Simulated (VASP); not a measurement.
Wanted: the native input for a VASP 6.6.1 run.

* Task: single point
* Functional: PBE
* Potentials or basis: VASP PAW PBE potentials, release 64 (Si)
* Cutoff: 520 eV
* k mesh: 4 × 4 × 4
* Occupations: gaussian, width 0.1 eV
* Spin: no spin polarisation
* Dipole correction: no
* Further INCAR settings: ALGO = Normal; EDIFF = 1e-06; NBANDS = 26

The structure of Si lies in POSCAR:

```
Si
1.0
    4.7746498700      0.0000000000      0.0000000000
    0.0000000000      4.7746498700      0.0000000000
    0.0000000000      0.0000000000      5.8865038000
Si
8
Direct
    0.4612720000      0.7598320200      0.9035400000
    0.5387280000      0.7598320200      0.4035400000
    0.7598320200      0.5387280000      0.0964600000
    0.2401679800      0.4612720000      0.0964600000
    0.7598320200      0.4612720000      0.5964600000
    0.4612720000      0.2401679800      0.4035400000
    0.2401679800      0.5387280000      0.5964600000
    0.5387280000      0.2401679800      0.9035400000
```

The cell was generated, and may not be a known phase.

These files were run (other wordings do the same):

INCAR

```
SYSTEM = Si
ALGO     = Normal         ! electronic algorithm
EDIFF    = 1E-6           ! SCF threshold, eV
ENCUT    = 520            ! plane-wave cutoff, eV
GGA      = PE             ! functional
ISIF     = 2              ! what is computed and relaxed
ISMEAR   = 0              ! smearing method
LASPH    = .TRUE.         ! aspherical terms in the spheres
LCHARG   = .FALSE.        ! write CHGCAR
LREAL    = .FALSE.        ! projectors in reciprocal space
LWAVE    = .FALSE.        ! write WAVECAR
NBANDS   = 26             ! bands
NELM     = 80             ! most SCF steps
PREC     = Accurate       ! precision mode
SIGMA    = 0.1            ! smearing width, eV
```

KPOINTS

```
k-points
0
G
  4 4 4
  0 0 0
```

Potentials or basis: VASP PAW PBE potentials, release 64 (Si).

Run with:

```sh
$ cat potpaw_PBE.64/Si/POTCAR > POTCAR
$ mpirun -np 1 vasp_std > vasp.out
```

Results of the run:

- Pressure: 34.6 GPa
- Largest force: 5.278 eV/Å
- Band gap on the k mesh: zero (bands 16 and 17 overlap by 1.37 eV)

Caveat: the cell stands under pressure; forces of over 1 eV/Å act on the atoms, so gaps and moduli don't describe the material at rest.

It took 45 s on 1 thread of Intel(R) Xeon(R) Platinum 8488C (Sapphire Rapids) (shared host), peak memory 0.23 GiB.
